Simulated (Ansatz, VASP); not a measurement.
**MgO in VASP and in Ansatz**

```xyz
2
Lattice="0.0000 2.1268 2.1268 2.1268 0.0000 2.1268 2.1268 2.1268 0.0000" Properties=species:S:1:pos:R:3 pbc="T T T"
Mg    0.0000    0.0000    0.0000
O     2.1268    2.1268    2.1268
```

Alike in both runs: functional PBE; k mesh 10 × 10 × 10; occupations gaussian, width 0.02 eV; no spin polarisation.

Ansatz relaxed the structure, and its values are those at the end. VASP's run is a single point on that final structure, the one shown.

```csv
,VASP,Ansatz
version,VASP 6.6.1,Ansatz 0.2.0
potentials or method,"VASP PAW PBE potentials, release 64 (Mg, O), cutoff 600 eV","scalar-relativistic, plane waves, PAW"
valence electrons in the cell,8,16
```

Ansatz gave:

```
gap on the k mesh at the Fermi level (eV) : 4.46
pressure (GPa)                            : 0.0
```

What did VASP give for the same quantities?

gap on the k mesh at the Fermi level (eV): 4.45; pressure (GPa): -1.0.

The functional is the same, so the differences come from potentials, cutoffs and numerics. VASP's potentials hold 8 valence electrons a cell and Ansatz's 16, so a difference there can come from the potentials and not from the codes.
